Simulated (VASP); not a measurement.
# Ni2Te4O (P4/nbm) in VASP: single point with PBE

Aim: the single point of Ni2Te4O with PBE.

Everything below comes from runs of VASP 6.6.1. Logs are shortened: lines on timing, memory, paths and dates and some standing lists are left out, and cuts for length are marked.

## 1. The cell of the first run

The structure is tetragonal, space group P4/nbm (No. 125). Conventional cell: a = 8.005 Å, b = 8.005 Å, c = 6.310 Å, α = 90.00°, β = 90.00°, γ = 90.00°. O (site symmetry 422) has 8 Te at 3.38 Å and 4 Ni at 4.00 Å within 4.4 Å. Te (site symmetry m) has 2 Ni at 2.46 to 2.48 Å and 2 O at 3.38 Å within 3.4 Å. Within 3.3 Å of Ni (site symmetry -42m) lie 4 Te at 2.48 Å and 2 Ni at 3.16 Å. Within 3.3 Å of Ni (site symmetry -42m) lie 4 Te at 2.46 Å and 2 Ni at 3.16 Å.

## 2. Single point, PBE

File INCAR:

```
SYSTEM = Ni2Te4O
  ALGO = Normal
  EDIFF = 1E-6
  ENCUT = 520
  GGA = PE
  ISIF = 2
  ISMEAR = 0
  LASPH = .True.
  LCHARG = .False.
  LREAL = .False.
  LWAVE = .False.
  NBANDS = 63
  NELM = 100
  PREC = Accurate
  SIGMA = 0.1581
```

File KPOINTS:

```
Automatic mesh
0
Gamma
  3 3 3
  0.5 0.5 0.5
```

File POSCAR:

```
Ni2Te4O
1.0
    8.0047784200      0.0000000000      0.0000000000
    0.0000000000      8.0047784200      0.0000000000
    0.0000000000      0.0000000000      6.3100137200
O Te Ni
2 8 4
Direct
    0.2500000000      0.2500000000      0.0000000000
    0.7500000000      0.7500000000      0.0000000000
    0.9180000000      0.0820000000      0.7484000000
    0.4180000000      0.9180000000      0.7484000000
    0.5820000000      0.4180000000      0.7484000000
    0.0820000000      0.5820000000      0.7484000000
    0.9180000000      0.4180000000      0.2516000000
    0.4180000000      0.5820000000      0.2516000000
    0.5820000000      0.0820000000      0.2516000000
    0.0820000000      0.9180000000      0.2516000000
    0.7500000000      0.2500000000      0.0000000000
    0.2500000000      0.7500000000      0.0000000000
    0.7500000000      0.2500000000      0.5000000000
    0.2500000000      0.7500000000      0.5000000000
```

Potentials or basis: VASP PAW PBE potentials, release 64 (O, Te, Ni).

Started as:

```sh
cat potpaw_PBE.64/O/POTCAR potpaw_PBE.64/Te/POTCAR potpaw_PBE.64/Ni/POTCAR > POTCAR
mpirun -np 1 vasp_std > vasp.out
```

OUTCAR:

```text
SYSTEM = Ni2Te4O
   EDIFF = 1E-6
   ENCUT = 520
   GGA = PE
   ISIF = 2
   ISMEAR = 0
   LASPH = .True.
   LREAL = .False.
   NELM = 100
   PREC = Accurate

 ion  position               nearest neighbor table
   1  0.250  0.250  0.000-
   2  0.750  0.750  0.000-
   3  0.918  0.082  0.748-  13 2.46  11 2.48  10 3.64  10 3.68
   4  0.418  0.918  0.748-  14 2.46  12 2.48   9 3.64   9 3.68
   5  0.582  0.418  0.748-  13 2.46  11 2.48   8 3.64   8 3.68
   6  0.082  0.582  0.748-  14 2.46  12 2.48   7 3.64   7 3.68
   7  0.918  0.418  0.252-  13 2.46  11 2.48   6 3.64   6 3.68
   8  0.418  0.582  0.252-  14 2.46  12 2.48   5 3.64   5 3.68
   9  0.582  0.082  0.252-  13 2.46  11 2.48   4 3.64   4 3.68
  10  0.082  0.918  0.252-  14 2.46  12 2.48   3 3.64   3 3.68
  11  0.750  0.250  0.000-   3 2.48   5 2.48   7 2.48   9 2.48
  12  0.250  0.750  0.000-   4 2.48   6 2.48   8 2.48  10 2.48
  13  0.750  0.250  0.500-   3 2.46   5 2.46   7 2.46   9 2.46
  14  0.250  0.750  0.500-   4 2.46   6 2.46   8 2.46  10 2.46

  LATTYP: Found a simple tetragonal cell.
 ALAT       =     8.0047784200
 C/A-ratio  =     0.7882808729

  Lattice vectors:

 A1 = (   8.0047784200,   0.0000000000,   0.0000000000)
 A2 = (   0.0000000000,   8.0047784200,   0.0000000000)
 A3 = (   0.0000000000,   0.0000000000,   6.3100137200)

Analysis of symmetry for initial positions (statically):
=====================================================================
 Subroutine PRICEL returns:
 Original cell was already a primitive cell.

 Routine SETGRP: Setting up the symmetry group for a
 simple tetragonal supercell.

 Subroutine GETGRP returns: Found 16 space group operations
 (whereof  4 operations were pure point group operations)
 out of a pool of 16 trial point group operations.

The static configuration has the point symmetry C_2h.
 The point group associated with its full space group is D_4h.

Analysis of symmetry for dynamics (positions and initial velocities):
=====================================================================
 Subroutine PRICEL returns:
 Original cell was already a primitive cell.

 Routine SETGRP: Setting up the symmetry group for a
 simple tetragonal supercell.

 Subroutine GETGRP returns: Found 16 space group operations
 (whereof  4 operations were pure point group operations)
 out of a pool of 16 trial point group operations.

The dynamic configuration has the point symmetry C_2h.
 The point group associated with its full space group is D_4h.

 Subroutine INISYM returns: Found 16 space group operations
 (whereof  4 operations are pure point group operations),
 and found     1 'primitive' translations

----------------------------------------------------------------------------------------

                                     Primitive cell

  volume of cell :     404.3235

  direct lattice vectors                    reciprocal lattice vectors
     8.004778420  0.000000000  0.000000000     0.124925382  0.000000000  0.000000000
     0.000000000  8.004778420  0.000000000     0.000000000  0.124925382  0.000000000
     0.000000000  0.000000000  6.310013720     0.000000000  0.000000000  0.158478261

  length of vectors
     8.004778420  8.004778420  6.310013720     0.124925382  0.124925382  0.158478261

  position of ions in fractional coordinates (direct lattice)
     0.250000000  0.250000000  0.000000000
     0.750000000  0.750000000  0.000000000
     0.918000000  0.082000000  0.748400000
     0.418000000  0.918000000  0.748400000
     0.582000000  0.418000000  0.748400000
     0.082000000  0.582000000  0.748400000
     0.918000000  0.418000000  0.251600000
     0.418000000  0.582000000  0.251600000
     0.582000000  0.082000000  0.251600000
     0.082000000  0.918000000  0.251600000
     0.750000000  0.250000000  0.000000000
     0.250000000  0.750000000  0.000000000
     0.750000000  0.250000000  0.500000000
     0.250000000  0.750000000  0.500000000

  ion indices of the primitive-cell ions
   primitive index   ion index
                 1           1
                 2           2
                 3           3
                 4           4
                 5           5
                 6           6
                 7           7
                 8           8
                 9           9
                10          10
                11          11
                12          12
                13          13
                14          14

----------------------------------------------------------------------------------------

 KPOINTS: Automatic mesh

Automatic generation of k-mesh.
 Grid dimensions read from file:
 generate k-points for:    3    3    3

 Generating k-lattice:

  Cartesian coordinates                     Fractional coordinates (reciprocal lattice)
     0.041641794  0.000000000  0.000000000     0.333333333  0.000000000  0.000000000
     0.000000000  0.041641794  0.000000000     0.000000000  0.333333333  0.000000000
     0.000000000  0.000000000  0.052826087     0.000000000  0.000000000  0.333333333

  Length of vectors
     0.041641794  0.041641794  0.052826087

  Shift w.r.t. Gamma in fractional coordinates (k-lattice)
     0.500000000  0.500000000  0.500000000

 Subroutine IBZKPT returns following result:
 ===========================================

 Found      6 irreducible k-points:

 Following reciprocal coordinates:
            Coordinates               Weight
  0.166667  0.166667  0.166667      8.000000
  0.500000  0.166667  0.166667      8.000000
  0.500000  0.500000  0.166667      2.000000
  0.166667  0.166667  0.500000      4.000000
  0.500000  0.166667  0.500000      4.000000
  0.500000  0.500000  0.500000      1.000000
   k-points           NKPTS =      6   k-points in BZ     NKDIM =      6   number of bands    NBANDS=     63
   number of dos      NEDOS =    301   number of ions     NIONS =     14
   total plane-waves  NPLWV = 172800
   dimension x,y,z NGX =    60 NGY =   60 NGZ =   48
   dimension x,y,z NGXF=   120 NGYF=  120 NGZF=   96
   ions per type =               2   8   4
   NGX,Y,Z   is equivalent  to a cutoff of  12.46, 12.46, 12.65 a.u.
   NGXF,Y,Z  is equivalent  to a cutoff of  24.92, 24.92, 25.29 a.u.
 SYSTEM =  Ni2Te4O
   PREC   = accura    normal or accurate (medium, high low for compatibility)
   ISTART =      0    job   : 0-new  1-cont  2-samecut
   ICHARG =      2    charge: 1-file 2-atom 10-const
   ISPIN  =      1    spin polarized calculation?
   LNONCOLLINEAR =      F non collinear calculations
   LSORBIT =      F    spin-orbit coupling
   LASPH  =      T    aspherical Exc in radial PAW
   ENCUT  =  520.0 eV  38.22 Ry    6.18 a.u.  14.88 14.88 11.73*2*pi/ulx,y,z
   NELM   =    100;   NELMIN=  2; NELMDL= -5     # of ELM steps
   EDIFF  = 0.1E-05   stopping-criterion for ELM
   LREAL  =      F    real-space projection
   EDIFFG = 0.1E-04   stopping-criterion for IOM
   NSW    =      0    number of steps for IOM
   IBRION =     -1    ionic relax: 0-MD 1-quasi-New 2-CG
   NFREE  =      0    steps in history (QN), initial steepest desc. (CG)
   ISIF   =      2    stress and relaxation
   ISYM   =      2    0-nonsym 1-usesym 2-fastsym
   POTIM  = 0.5000    time-step for ionic-motion
   TEBEG  =    0.0;   TEEND  =   0.0 temperature during run
   PSTRESS=    0.0 pullay stress
   NELECT =     100.0000    total number of electrons
   NUPDOWN=      -1.0000    fix difference up-down
   EMIN   =  10.00;   EMAX   =-10.00  energy-range for DOS
   EFERMI =   0.00;   METHOD = LEGACY
   ISMEAR =     0;   SIGMA  =   0.16  broadening in eV -4-tet -1-fermi 0-gaus
   EFERMI_NEDOS =   21; number of points for ismear=-14 and -15
   IALGO  =     38    algorithm
   IMIX   =      4    mixing-type and parameters
     AMIX     =   0.40;   BMIX     =  1.00
     AMIX_MAG =   1.60;   BMIX_MAG =  1.00
  volume/ion in A,a.u.               =      28.88       194.89
  Fermi-wavevector in a.u.,A,eV,Ry     =   1.027618  1.941917 14.367745  1.055999
  Thomas-Fermi vector in A             =   2.161573
   LORBIT       =      0    0 simple, 1 ext, 2 COOP (PROOUT), +10 PAW based schemes
   GGA     = PE    functional components
   LHFCALC =     F    Hartree Fock is set to
   AEXX    =    0.0000 exact exchange contribution
   IVDW    =     0    specifies the selected vdW correction
   LEPSILON=     F    determine dielectric tensor
   LRPA    =     F    only Hartree local field effects (RPA)
 non-spin polarized calculation
 Gauss-broadening in eV      SIGMA  =   0.16
  energy-cutoff  :      520.00
  volume of cell :      404.32
 maximum number of plane-waves:     10910
 NGX is ok and might be reduce to    60
   NGX = 29   NGY = 29   NGZ = 23

 number of electron     100.0000000 magnetization

 number of electron      99.9999896 magnetization

 Free energy of the ion-electron system (eV)
  ---------------------------------------------------
  ext. energy  EPLUGINS =         0.00000000
  ---------------------------------------------------
  free energy    TOTEN  =       -50.48724040 eV

  energy without entropy =      -50.26643481  energy(sigma->0) =      -50.37683761

 E-fermi :   3.6614     XC(G=0):  -8.7749

 val. band max:        3.6505635359   @ k =   0.5000   0.1667   0.1667
 cond. band min:       3.7062176926   @ k =   0.5000   0.1667   0.1667
 fundamental gap:      0.0556541566
 Fermi energy:         3.6614255749

 k-point     1 :       0.1667    0.1667    0.1667
  band No.  band energies     occupation
      1     -11.7442      2.00000
      2     -11.7302      2.00000
      3      -8.1954      2.00000
      4      -7.6976      2.00000
      5      -7.3081      2.00000
      6      -7.1883      2.00000
[... 379 lines left out ...]
     61       8.4807      0.00000
     62       8.4807      0.00000
 [bands above 62 left out]

------------------------ aborting loop because EDIFF is reached ----------------------------------------

  FORCE on cell =-STRESS in cart. coord.  units (eV):
  Direction    XX          YY          ZZ          XY          YZ          ZX
  --------------------------------------------------------------------------------------
  -------------------------------------------------------------------------------------
  Total       -8.9125247     -8.9125247    -14.1002780      0.0000000     -0.0000000      0.0000000
  in kB      -35.3168852    -35.3168852    -55.8739435      0.0000000     -0.0000000      0.0000000
  external PRESSURE =     -42.1692380 kB  Pullay stress =       0.0000000 kB

 VOLUME and BASIS-vectors are now :
 -----------------------------------------------------------------------------
  energy-cutoff  :      520.00
  volume of cell :      404.32
      direct lattice vectors                 reciprocal lattice vectors
     8.004778420  0.000000000  0.000000000     0.124925382  0.000000000  0.000000000
     0.000000000  8.004778420  0.000000000     0.000000000  0.124925382  0.000000000
     0.000000000  0.000000000  6.310013720     0.000000000  0.000000000  0.158478261

 POSITION                                       TOTAL-FORCE (eV/Angst)
 -----------------------------------------------------------------------------------
      2.00119      2.00119      0.00000        -0.000000      0.000000     -0.000000
      6.00358      6.00358      0.00000        -0.000000      0.000000     -0.000000
      7.34839      0.65639      4.72241        -0.083191      0.083191      0.385261
      3.34600      7.34839      4.72241        -0.083191     -0.083191      0.385261
      4.65878      3.34600      4.72241         0.083191     -0.083191      0.385261
      0.65639      4.65878      4.72241         0.083191      0.083191      0.385261
      7.34839      3.34600      1.58760        -0.083191     -0.083191     -0.385261
      3.34600      4.65878      1.58760        -0.083191      0.083191     -0.385261
      4.65878      0.65639      1.58760         0.083191      0.083191     -0.385261
      0.65639      7.34839      1.58760         0.083191     -0.083191     -0.385261
      6.00358      2.00119      0.00000         0.000000      0.000000     -0.000000
      2.00119      6.00358      0.00000        -0.000000      0.000000     -0.000000
      6.00358      2.00119      3.15501        -0.000000      0.000000     -0.000000
      2.00119      6.00358      3.15501         0.000000      0.000000     -0.000000
 -----------------------------------------------------------------------------------
    total drift:                                0.000000     -0.000000      0.000000

  FREE ENERGIE OF THE ION-ELECTRON SYSTEM (eV)
  ---------------------------------------------------
  free  energy   TOTEN  =       -50.4872403982 eV

  energy  without entropy=      -50.2664348144  energy(sigma->0) =      -50.37683761
```

Run time: 4.1 min. Hardware: 1 thread of Intel Xeon Platinum 8488C (Sapphire Rapids), shared host; peak memory 0.48 GiB.

Results:

```
Free energy            : -50.4872 eV
Pressure               : -4.2 GPa
Largest force          : 0.403 eV/Å
Band gap on the k mesh : zero (bands 50 and 51 overlap by 0.56 eV)
```

Forces in eV/Å, atoms in the order of the input:
```
O    0.000  0.000  0.000
O    0.000  0.000  0.000
Te  -0.083  0.083  0.385
Te  -0.083 -0.083  0.385
Te   0.083 -0.083  0.385
Te   0.083  0.083  0.385
Te  -0.083 -0.083 -0.385
Te  -0.083  0.083 -0.385
Te   0.083  0.083 -0.385
Te   0.083 -0.083 -0.385
Ni   0.000  0.000  0.000
Ni   0.000  0.000  0.000
Ni   0.000  0.000  0.000
Ni   0.000  0.000  0.000
```

Caveat: the cell stands under tension; spin-orbit coupling is left out, which moves the levels of the heavy elements; the run has no spin polarisation, though such a crystal can be magnetic; semilocal functionals often make such compounds metallic where correlation or magnetic order opens a gap, which also shifts bond lengths. Spin polarisation is off, so any magnetic state and its effect on volume and gap are missing.

The gap in the log of VASP goes by the Fermi energy; the results here count the filled bands.